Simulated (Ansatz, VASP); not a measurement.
**Ta2N: VASP beside Ansatz**

Contents of POSCAR:

```
Ta2N
1.0
    3.1128615060      0.0000000000      0.0000000000
   -1.5564307530      2.6958171426      0.0000000000
    0.0000000000      0.0000000000      4.8698410000
Ta N
2 1
Direct
    0.3333333333      0.6666666667      0.2547110000
    0.6666666667      0.3333333333      0.7452890000
    0.0000000000      0.0000000000      0.0000000000
```

INCAR.step1

```
  PREC = Accurate
  ENCUT = 600
  ISMEAR = -1
  SIGMA = 0.05
  LREAL = False
  LASPH = True
  NELM = 80
  GGA = PE
  ALGO = Normal
  EDIFF = 1E-4
  LWAVE = True
  LCHARG = False
```

File INCAR.step2:

```
  PREC = Accurate
  ENCUT = 600
  EDIFF = 1E-7
  ISMEAR = -1
  SIGMA = 0.05
  LREAL = False
  LASPH = True
  NELM = 80
  ALGO = Normal
  ISIF = 3
  LWAVE = False
  LCHARG = False
  METAGGA = R2SCAN
  LMIXTAU = True
  IVDW = 13
  VDW_S6 = 1.0
  VDW_S8 = 0.6018749
  VDW_A1 = 0.51559235
  VDW_A2 = 5.77342911
  IBRION = 2
  NSW = 60
  EDIFFG = -0.01
  ISTART = 1
```

File KPOINTS:

```
regular mesh
0
Gamma
  10 10 6
```

input.yaml

```yaml
crystal:
  lattice:
    - [3.112861506, 0.0, 0.0]
    - [-1.556430753, 2.6958171426, 0.0]
    - [0.0, 0.0, 4.869841]
  atoms:
    - { symbol: Ta, position: [0.3333333333, 0.6666666667, 0.254711] }
    - { symbol: Ta, position: [0.6666666667, 0.3333333333, 0.745289] }
    - { symbol: "N", position: [0.0, 0.0, 0.0] }
hamiltonian:
  xc: r2scan
  pseudopotentials: { kind: paw }
  dispersion: d4
kpoints:
  mp_grid: { grid: [10, 10, 6] }
scf:
  occupations: { method: fermi_dirac, width: 0.05 }
output:
  forces: true
  stress: true
  eigenvalues: true
relax:
  f_tol: 0.01
  max_steps: 40
  cell: { stress_tol: 0.05 }
```

Alike in both runs: task relaxation of cell and atoms; functional r2SCAN; dispersion D4; k mesh 10 × 10 × 6; occupations fermi-dirac, width 0.05 eV; no spin polarisation.

|  | VASP | Ansatz |
| --- | --- | --- |
| version | VASP 6.6.1 | Ansatz 0.2.0 |
| potentials or method | VASP PAW PBE potentials, release 64 (Ta_pv, N) | Ansatz PAW |
| plane-wave cutoff (eV) | 600 | 500 |
| valence electrons in the cell | 27 | 31 |

Ansatz gave:

- gap on the k mesh at the Fermi level, each at its own relaxed structure (eV): none
- relaxed volume (Å³/atom): 13.30
- relaxed length of the cell vector where the two differ most in proportion (Å): 4.896

Q: Which values does VASP return?

A: gap on the k mesh at the Fermi level, each at its own relaxed structure (eV): none; relaxed volume (Å³/atom): 13.34; relaxed length of the cell vector where the two differ most in proportion (Å): 4.904.

VASP's potentials were made for PBE, not for r2SCAN. A gap of «none» marks a metal or a gap that the smearing closes. VASP's potentials hold 27 valence electrons a cell and Ansatz's 31, so a difference there can come from the potentials and not from the codes.

Spin-orbit coupling is off throughout. Noted on Ansatz's run: the plane-wave basis is chosen anew once the cell has moved, so the energies of steps on either side of that aren't comparable.
